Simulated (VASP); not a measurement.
# LaAgO3 (Pm-3m) in VASP: further runs

The runs below take LaAgO3 through single point, with LDA.

Everything below comes from runs of VASP 6.6.1. Logs are shortened: lines on timing, memory, paths and dates and some standing lists are left out, and cuts for length are marked.

## (1) The cell of the first run

The structure is cubic, space group Pm-3m (No. 221). Conventional cell: a = 4.142 Å, b = 4.142 Å, c = 4.142 Å, α = 90.00°, β = 90.00°, γ = 90.00°. Within 3.9 Å of La (site symmetry m-3m) lie 12 O at 2.93 Å and 8 Ag at 3.59 Å. Within 2.7 Å of Ag (site symmetry m-3m) lie 6 O at 2.07 Å. Within 2.7 Å of O (site symmetry 4/mmm) lie 2 Ag at 2.07 Å.

## (2) Single point, LDA

The input, INCAR:

```
SYSTEM = LaAgO3
ALGO = Normal ; EDIFF = 1E-6
ENCUT = 520 ; ISIF = 2
ISMEAR = -1 ; LASPH = .TRUE.
LCHARG = .TRUE. ; LELF = .TRUE.
LREAL = .FALSE. ; LVHAR = .TRUE.
LWAVE = .FALSE. ; NBANDS = 28
NELM = 80 ; PREC = Accurate
SIGMA = 0.15
```

The input, KPOINTS:

```
k-points
0
G
  6 6 6
  0 0 0
```

The input, POSCAR:

```
LaAgO3
1.0
    4.1423996225      0.0000000000      0.0000000000
    0.0000000000      4.1423996225      0.0000000000
    0.0000000000      0.0000000000      4.1423996225
La Ag O
1 1 3
Direct
    0.5000000000      0.5000000000      0.5000000000
    0.0000000000      0.0000000000      0.0000000000
    0.5000000000      0.0000000000      0.0000000000
    0.0000000000      0.5000000000      0.0000000000
    0.0000000000      0.0000000000      0.5000000000
```

Potentials or basis: VASP PAW LDA potentials, release 64 (La, Ag, O).

The run is started by

```sh
$ cat potpaw_LDA.64/La/POTCAR potpaw_LDA.64/Ag/POTCAR potpaw_LDA.64/O/POTCAR > POTCAR
$ mpirun -np 1 vasp_std > vasp.out
```

OUTCAR:

```text
SYSTEM = LaAgO3
   EDIFF = 1E-6
   ENCUT = 520
   ISIF = 2
   ISMEAR = -1
   LASPH = .TRUE.
   LREAL = .FALSE.
   NELM = 80
   PREC = Accurate

 ion  position               nearest neighbor table
   1  0.500  0.500  0.500-   2 3.59   2 3.59   2 3.59   2 3.59   2 3.59   2 3.59   2 3.59   2 3.59

   2  0.000  0.000  0.000-   3 2.07   4 2.07   5 2.07   5 2.07   4 2.07   3 2.07   1 3.59   1 3.59
                             1 3.59   1 3.59   1 3.59   1 3.59   1 3.59   1 3.59
   3  0.500  0.000  0.000-   2 2.07   2 2.07
   4  0.000  0.500  0.000-   2 2.07   2 2.07
   5  0.000  0.000  0.500-   2 2.07   2 2.07

  LATTYP: Found a simple cubic cell.
 ALAT       =     4.1423996225

  Lattice vectors:

 A1 = (   4.1423996225,   0.0000000000,   0.0000000000)
 A2 = (   0.0000000000,   4.1423996225,   0.0000000000)
 A3 = (   0.0000000000,   0.0000000000,   4.1423996225)

Analysis of symmetry for initial positions (statically):
=====================================================================
 Subroutine PRICEL returns:
 Original cell was already a primitive cell.

 Routine SETGRP: Setting up the symmetry group for a
 simple cubic supercell.

 Subroutine GETGRP returns: Found 48 space group operations
 (whereof 48 operations were pure point group operations)
 out of a pool of 48 trial point group operations.

The static configuration has the point symmetry O_h .

Analysis of symmetry for dynamics (positions and initial velocities):
=====================================================================
 Subroutine PRICEL returns:
 Original cell was already a primitive cell.

 Routine SETGRP: Setting up the symmetry group for a
 simple cubic supercell.

 Subroutine GETGRP returns: Found 48 space group operations
 (whereof 48 operations were pure point group operations)
 out of a pool of 48 trial point group operations.

The dynamic configuration has the point symmetry O_h .

 Subroutine INISYM returns: Found 48 space group operations
 (whereof 48 operations are pure point group operations),
 and found     1 'primitive' translations

----------------------------------------------------------------------------------------

                                     Primitive cell

  volume of cell :      71.0814

  direct lattice vectors                    reciprocal lattice vectors
     4.142399623  0.000000000  0.000000000     0.241405970  0.000000000  0.000000000
     0.000000000  4.142399623  0.000000000     0.000000000  0.241405970  0.000000000
     0.000000000  0.000000000  4.142399623     0.000000000  0.000000000  0.241405970

  length of vectors
[... 87 lines left out ...]
   IBRION =     -1    ionic relax: 0-MD 1-quasi-New 2-CG
   NFREE  =      0    steps in history (QN), initial steepest desc. (CG)
   ISIF   =      2    stress and relaxation
   ISYM   =      2    0-nonsym 1-usesym 2-fastsym
   POTIM  = 0.5000    time-step for ionic-motion
   TEBEG  =    0.0;   TEEND  =   0.0 temperature during run
   PSTRESS=    0.0 pullay stress
   NELECT =      40.0000    total number of electrons
   NUPDOWN=      -1.0000    fix difference up-down
   EMIN   =  10.00;   EMAX   =-10.00  energy-range for DOS
   EFERMI =   0.00;   METHOD = LEGACY
   ISMEAR =    -1;   SIGMA  =   0.15  broadening in eV -4-tet -1-fermi 0-gaus
   EFERMI_NEDOS =   21; number of points for ismear=-14 and -15
   IALGO  =     38    algorithm
   IMIX   =      4    mixing-type and parameters
     AMIX     =   0.40;   BMIX     =  1.00
     AMIX_MAG =   1.60;   BMIX_MAG =  1.00
  volume/ion in A,a.u.               =      14.22        95.94
  Fermi-wavevector in a.u.,A,eV,Ry     =   1.351583  2.554122 24.854818  1.826778
  Thomas-Fermi vector in A             =   2.478993
   LORBIT       =      0    0 simple, 1 ext, 2 COOP (PROOUT), +10 PAW based schemes
   GGA     = CA    functional components
   LHFCALC =     F    Hartree Fock is set to
   AEXX    =    0.0000 exact exchange contribution
   IVDW    =     0    specifies the selected vdW correction
   LEPSILON=     F    determine dielectric tensor
   LRPA    =     F    only Hartree local field effects (RPA)
 non-spin polarized calculation
  energy-cutoff  :      520.00
  volume of cell :       71.08
 maximum number of plane-waves:      1936
 NGX is ok and might be reduce to    32
   NGX = 15   NGY = 15   NGZ = 15

 number of electron      40.0000020 magnetization

 Free energy of the ion-electron system (eV)
  ---------------------------------------------------
  ext. energy  EPLUGINS =         0.00000000
  ---------------------------------------------------
  free energy    TOTEN  =       -34.31257978 eV

  energy without entropy =      -34.24195821  energy(sigma->0) =      -34.27726899

 E-fermi :   6.6152     XC(G=0): -11.5073

 val. band max:        6.5139277282   @ k =   0.5000   0.0000   0.0000
 cond. band min:       6.9095657229   @ k =   0.3333   0.1667   0.0000
 fundamental gap:      0.3956379947
 Fermi energy:         6.6151812559

 k-point     1 :       0.0000    0.0000    0.0000
  band No.  band energies     occupation
      1     -25.8095      2.00000
      2     -11.2278      2.00000
      3     -10.3207      2.00000
      4     -10.3207      2.00000
      5      -9.3146      2.00000
      6      -9.3146      2.00000
[... 609 lines left out ...]
     27       8.9580      0.00000
     28       8.9580      0.00000

------------------------ aborting loop because EDIFF is reached ----------------------------------------

  FORCE on cell =-STRESS in cart. coord.  units (eV):
  Direction    XX          YY          ZZ          XY          YZ          ZX
  --------------------------------------------------------------------------------------
  -------------------------------------------------------------------------------------
  Total       -6.8077867     -6.8077867     -6.8077867      0.0000000      0.0000000     -0.0000000
  in kB     -153.4477570   -153.4477570   -153.4477570      0.0000000      0.0000000     -0.0000000
  external PRESSURE =    -153.4477570 kB  Pullay stress =       0.0000000 kB

 VOLUME and BASIS-vectors are now :
 -----------------------------------------------------------------------------
  energy-cutoff  :      520.00
  volume of cell :       71.08
      direct lattice vectors                 reciprocal lattice vectors
     4.142399623  0.000000000  0.000000000     0.241405970  0.000000000  0.000000000
     0.000000000  4.142399623  0.000000000     0.000000000  0.241405970  0.000000000
     0.000000000  0.000000000  4.142399623     0.000000000  0.000000000  0.241405970

 POSITION                                       TOTAL-FORCE (eV/Angst)
 -----------------------------------------------------------------------------------
      2.07120      2.07120      2.07120         0.000000      0.000000      0.000000
      0.00000      0.00000      0.00000         0.000000      0.000000      0.000000
      2.07120      0.00000      0.00000         0.000000      0.000000      0.000000
      0.00000      2.07120      0.00000         0.000000      0.000000      0.000000
      0.00000      0.00000      2.07120         0.000000      0.000000      0.000000
 -----------------------------------------------------------------------------------
    total drift:                                0.000000      0.000000     -0.000000

  FREE ENERGIE OF THE ION-ELECTRON SYSTEM (eV)
  ---------------------------------------------------
  free  energy   TOTEN  =       -34.3125797759 eV

  energy  without entropy=      -34.2419582141  energy(sigma->0) =      -34.27726899
```

stdout:

```text
POSCAR found type information on POSCAR LaAgO
 POSCAR found :  3 types and       5 ions
 scaLAPACK will be used
 LDA part: xc-table for (Slater(with rela. corr.)+CA(PZ))
 , standard interpolation
 POSCAR, INCAR and KPOINTS ok, starting setup
 FFT: planning ... GRIDC
 FFT: planning ... GRID_SOFT
 FFT: planning ... GRID
 WAVECAR not read
 entering main loop
```

Run time: 60 s. Hardware: 1 thread of AMD EPYC 7R13 (Zen 3), shared host; peak memory 0.16 GiB.

Results:

```yaml
Free_energy: -34.3126 eV
Pressure: -15.3 GPa
Band_gap_on_the_k_mesh: zero (band 20 reaches 8.56 eV, above the bottom of band 21 at 5.01 eV)
```

Levels at points of the mesh, in eV from the Fermi level:
| k point | band 17 | band 18 | band 19 | band 20 | band 21 | band 22 | band 23 | band 24 |
| --- | --- | --- | --- | --- | --- | --- | --- | --- |
| (0.00, 0.00, 0.00) | -2.26 | -2.26 | -1.60 | -1.60 | -1.60 | 1.87 | 1.87 | 2.01 |
| (0.50, 0.00, 0.00) | -2.10 | -2.10 | -1.23 | -1.23 | -0.10 | 1.87 | 2.00 | 2.01 |
| (0.50, 0.50, 0.00) | -1.72 | -1.55 | -1.55 | -1.28 | 1.87 | 1.87 | 2.01 | 2.04 |
| (0.50, 0.50, 0.50) | -1.25 | -1.25 | -1.25 | 1.95 | 1.95 | 1.95 | 2.07 | 2.23 |

Caveat: spin-orbit coupling is left out, which moves the levels of the heavy elements.

## (3) Single point, LDA

This run uses another cell than the first one, of 14.56 Å³/atom, 1.024 times its volume.

The input, INCAR:

```
PREC = Accurate ; ENCUT = 520
EDIFF = 1E-6 ; ISMEAR = -1
SIGMA = 0.15 ; LREAL = False
LASPH = True ; NELM = 80
ALGO = Normal ; ISIF = 2
LWAVE = False ; LCHARG = False
NBANDS = 28
```

The input, KPOINTS:

```
Automatic mesh
0
Gamma
  6 6 6
```

POSCAR: that of step 2 with these lines changed.

```diff
@@ -2,5 +2,5 @@
 1.0
-    4.1423996225      0.0000000000      0.0000000000
-    0.0000000000      4.1423996225      0.0000000000
-    0.0000000000      0.0000000000      4.1423996225
+    4.1758075138      0.0000000000      0.0000000000
+    0.0000000000      4.1758075138      0.0000000000
+    0.0000000000      0.0000000000      4.1758075138
 La Ag O
```

Potentials or basis: VASP PAW LDA potentials, release 64 (La, Ag, O).

The run is started by

```sh
$ cat potpaw_LDA.64/La/POTCAR potpaw_LDA.64/Ag/POTCAR potpaw_LDA.64/O/POTCAR > POTCAR
$ mpirun -np 1 vasp_std > vasp.out
```

It took 52 s on 1 thread of AMD EPYC 7R13 (Zen 3), shared host; peak memory 0.16 GiB.

It converged, with:

| Property | Result |
| --- | --- |
| Free energy | -34.1349 eV |
| Pressure | -17.7 GPa |
| Band gap on the k mesh | zero (band 20 reaches 8.20 eV, above the bottom of band 21 at 4.77 eV) |

Levels at points of the mesh, in eV from the Fermi level:
```
           k point  band 18  band 19  band 20  band 21  band 22  band 23
(0.00, 0.00, 0.00)    -2.12    -1.50    -1.50    -1.50     1.93     1.93
(0.50, 0.00, 0.00)    -1.97    -1.16    -1.16    -0.13     1.85     1.97
(0.50, 0.50, 0.00)    -1.47    -1.47    -1.18     1.85     1.85     1.98
(0.50, 0.50, 0.50)    -1.15    -1.15     1.92     1.92     1.92     2.04
```

Caveat: spin-orbit coupling is left out, which moves the levels of the heavy elements.

## (4) Single point, LDA

This run uses another cell than the first one, of 14.91 Å³/atom, 1.049 times its volume.

The input, INCAR:

```
  PREC = Accurate
  ENCUT = 520
  EDIFF = 1E-6
  ISMEAR = -1
  SIGMA = 0.15
  LREAL = False
  LASPH = True
  NELM = 60
  ALGO = Normal
  ISIF = 2
  LWAVE = False
  LCHARG = False
  NBANDS = 28
```

The input, KPOINTS:

```
regular mesh
0
Gamma
  6 6 6
```

POSCAR: that of step 3 with these lines changed.

```diff
@@ -2,5 +2,5 @@
 1.0
-    4.1758075138      0.0000000000      0.0000000000
-    0.0000000000      4.1758075138      0.0000000000
-    0.0000000000      0.0000000000      4.1758075138
+    4.2086892417      0.0000000000      0.0000000000
+    0.0000000000      4.2086892417      0.0000000000
+    0.0000000000      0.0000000000      4.2086892417
 La Ag O
```

The run is started by

```sh
$ cat potpaw_LDA.64/La/POTCAR potpaw_LDA.64/Ag/POTCAR potpaw_LDA.64/O/POTCAR > POTCAR
$ mpirun -np 1 vasp_std > vasp.out
```

Run time: 49 s. Hardware: 1 thread of AMD EPYC 7R13 (Zen 3), shared host; peak memory 0.16 GiB.

The run converged. Its results:

- Free energy: -33.9334 eV
- Pressure: -19.7 GPa
- Band gap on the k mesh: zero (band 20 reaches 7.85 eV, above the bottom of band 21 at 4.54 eV)

Levels at points of the mesh, in eV from the Fermi level:
| k point | band 18 | band 19 | band 20 | band 21 | band 22 | band 23 |
| --- | --- | --- | --- | --- | --- | --- |
| (0.00, 0.00, 0.00) | -1.99 | -1.41 | -1.41 | -1.41 | 1.95 | 1.98 |
| (0.50, 0.00, 0.00) | -1.86 | -1.09 | -1.09 | -0.15 | 1.82 | 1.94 |
| (0.50, 0.50, 0.00) | -1.40 | -1.40 | -1.08 | 1.83 | 1.83 | 1.95 |
| (0.50, 0.50, 0.50) | -1.06 | -1.06 | 1.90 | 1.90 | 1.90 | 2.01 |

Caveat: spin-orbit coupling is left out, which moves the levels of the heavy elements.

[end of part 1 of 2]
